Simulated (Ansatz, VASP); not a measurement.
**Two plane-wave programs on GaBiP4**

```
Ga Bi P
1.0
     0.00000    4.02059    4.02059
     4.02059    0.00000    4.02059
     4.02059    4.02059    0.00000
Ga Bi P
1 1 4
Direct
  0.25000 0.25000 0.25000
  0.00000 0.00000 0.00000
  0.60082 0.19754 0.60082
  0.60082 0.60082 0.19754
  0.60082 0.60082 0.60082
  0.19754 0.60082 0.60082
```

Alike in both runs: functional PBE; k mesh 8 × 8 × 8; occupations gaussian, width 0.1 eV; no spin polarisation.

Ansatz relaxed the structure, and its values are those at the end. VASP's run is a single point on that final structure, the one shown.

|  | VASP | Ansatz |
| --- | --- | --- |
| version | VASP 6.6.1 | Ansatz 0.2.0 |
| potentials or method | VASP PAW PBE potentials, release 64 (Ga_d, Bi_d, P), cutoff 520 eV | scalar-relativistic, plane waves, PAW |
| valence electrons in the cell | 48 | 48 |

```csv
,VASP,Ansatz,Ansatz less VASP
gap on the k mesh at the Fermi level (eV),none,none,-
pressure (GPa),-0.2,0.0,+0.19
rms of the force components (eV/Å),0.042,0.001,-0.0416
```

A gap of «none» marks a metal or a gap that the smearing closes.

Spin-orbit coupling is off throughout.
